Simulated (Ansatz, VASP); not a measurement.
# One calculation of SiC, two programs

Contents of INCAR:

```
SYSTEM = SiC
ALGO     = Normal         ! electronic algorithm
EDIFF    = 1E-6           ! SCF threshold, eV
ENCUT    = 520            ! plane-wave cutoff, eV
GGA      = PS             ! functional
ISIF     = 2              ! what is computed and relaxed
ISMEAR   = 0              ! smearing method
LASPH    = .True.         ! aspherical terms in the spheres
LCHARG   = .True.         ! write CHGCAR
LELF     = .True.         ! ELF
LREAL    = .False.        ! projectors in reciprocal space
LVHAR    = .True.       
LWAVE    = .False.        ! write WAVECAR
NBANDS   = 11             ! bands
NELM     = 80             ! most SCF steps
PREC     = Accurate       ! precision mode
SIGMA    = 0.05           ! smearing width, eV
```

File KPOINTS:

```
k-points
0
Gamma
  12 12 12
  0 0 0
```

File POSCAR:

```
SiC
1.0
    0.0000000000      2.1014924409      2.1014924409
    2.1014924409      0.0000000000      2.1014924409
    2.0737527407      2.0737527407      0.0277397002
Si C
1 1
Direct
    0.0000000000      0.0000000000      0.0000000000
    0.7500000000      0.7500000000      0.7500000000
```

Input for Ansatz:

```yaml
crystal:
  lattice:
    - [0.0, 2.1014924409, 2.1014924409]
    - [2.1014924409, 0.0, 2.1014924409]
    - [2.0737527407, 2.0737527407, 0.0277397002]
  atoms:
    - { symbol: Si, position: [0.0, 0.0, 0.0] }
    - { symbol: C, position: [0.75, 0.75, 0.75] }
basis:
  ecutwfc: 520.0
kpoints:
  mp_grid: { grid: [12, 12, 12] }
hamiltonian:
  xc: pbesol
  pseudopotentials: { kind: paw, azcp: { folder: soft_1 } }
scf:
  occupations: { method: gaussian, width: 0.05 }
output:
  forces: true
  stress: true
  eigenvalues: true
```

Alike in both runs: task single point; functional PBEsol; k mesh 12 × 12 × 12; occupations gaussian, width 0.05 eV; no spin polarisation.

|  | VASP | Ansatz |
| --- | --- | --- |
| version | VASP 6.6.1 | Ansatz 0.2.0 |
| potentials or method | VASP PAW PBE potentials, release 64 (Si, C), cutoff 520 eV | scalar-relativistic, plane waves, PAW |
| valence electrons in the cell | 8 | 8 |

Ansatz gave:

| Item | Value |
| --- | --- |
| gap on the k mesh at the Fermi level (eV) | 1.02 |
| least direct gap on the mesh (eV) | 4.45 |
| rms of the force components (eV/Å) | 0.233 |

Problem. Estimate VASP's values.

Solution. gap on the k mesh at the Fermi level (eV): 1.00; least direct gap on the mesh (eV): 4.43; rms of the force components (eV/Å): 0.234.

VASP's potentials were made for PBE, not for PBEsol, and Ansatz warns of the same on its side. Atom by atom the forces differ by 0.001 eV/Å (rms over components). With one functional, cell and mesh, what is left measures potentials, basis and numerics.
